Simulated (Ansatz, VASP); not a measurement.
Two plane-wave programs on CaMg2ScC6N6

```
CELL_PARAMETERS angstrom
0.00000 5.40200 5.40200
5.40200 0.00000 5.40200
5.40200 5.40200 0.00000
ATOMIC_POSITIONS crystal
Ca 0.50000 0.50000 0.50000
Mg 0.25000 0.25000 0.25000
Mg 0.75000 0.75000 0.75000
Sc 0.00000 0.00000 0.00000
C 0.81285 0.18715 0.18715
C 0.18715 0.81285 0.18715
C 0.18715 0.18715 0.81285
C 0.18715 0.81285 0.81285
C 0.81285 0.18715 0.81285
C 0.81285 0.81285 0.18715
N 0.70455 0.29545 0.29545
N 0.29545 0.70455 0.29545
N 0.29545 0.29545 0.70455
N 0.29545 0.70455 0.70455
N 0.70455 0.29545 0.70455
N 0.70455 0.70455 0.29545
```

Alike in both runs: task single point; functional PBE; k mesh 4 × 4 × 4; occupations gaussian, width 0.1 eV; no spin polarisation.

|  | VASP | Ansatz |
| --- | --- | --- |
| version | VASP 6.6.1 | Ansatz 0.2.0 |
| potentials or method | VASP PAW PBE potentials, release 64 (Ca_sv, Mg, Sc_sv, C, N), cutoff 520 eV | scalar-relativistic, plane waves, PAW |
| valence electrons in the cell | 79 | 95 |

Ansatz gave:

* gap on the k mesh at the Fermi level (eV): none
* pressure (GPa): 14.1
* rms of the force components (eV/Å): 1.513

Question: Estimate VASP's values.

Answer: gap on the k mesh at the Fermi level (eV): none; pressure (GPa): 14.7; rms of the force components (eV/Å): 1.353.

Atom by atom the forces differ by 0.176 eV/Å (rms over components). A gap of «none» marks a metal or a gap that the smearing closes. VASP's potentials hold 79 valence electrons a cell and Ansatz's 95, so a difference there can come from the potentials and not from the codes.

Noted on VASP's run: the standard files for N, O and F lose accuracy on very short bonds.
